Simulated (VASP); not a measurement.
Ag2Cl3F, 6 atoms in the cell. It takes space group P6/mmm (No. 191, hexagonal). The conventional cell has a = 6.014 Å, b = 6.014 Å, c = 4.532 Å, α = 90.00°, β = 90.00°, γ = 120.00°. Ag (site symmetry -6m2) has 6 Cl at 2.85 Å and 3 F at 3.47 Å and 3 Ag at 3.47 Å within 3.8 Å. Cl (site symmetry mmm) has 4 Ag at 2.85 Å and 4 Cl at 3.01 Å and 4 F at 3.77 Å within 3.8 Å. Within 4.6 Å of F (site symmetry 6/mmm) lie 6 Ag at 3.47 Å and 12 Cl at 3.77 Å and 2 F at 4.53 Å. 

* Program: VASP 6.6.1
* Task: relaxation of cell and atoms
* Functional: PBE
* Potentials or basis: VASP PAW PBE potentials, release 64 (Ag, Cl, F)
* Cutoff: 600 eV
* k mesh: 6 × 6 × 8
* Occupations: gaussian, width 0.1 eV
* Spin: no spin polarisation
* Dipole correction: no
* Further INCAR settings: ALGO = Normal; EDIFF = 1e-06; IBRION = 2; EDIFFG = -0.01; NSW = 100; ISIF = 3

Potentials or basis: VASP PAW PBE potentials, release 64 (Ag, Cl, F).

Command:

```bash
$ cat potpaw_PBE.64/Ag/POTCAR potpaw_PBE.64/Cl/POTCAR potpaw_PBE.64/F/POTCAR > POTCAR
$ mpirun -np 1 vasp_std > vasp.out
```

Hardware: 1 thread of Intel(R) Xeon(R) Platinum 8488C (Sapphire Rapids) (shared host).

Task: How long does it take, and how much memory?

Result: Run time: 27 min on 1 thread of Intel(R) Xeon(R) Platinum 8488C (Sapphire Rapids), on a shared host, peak memory 0.4 GiB. Counts: scf iterations 228, k points 35, ion steps 15.
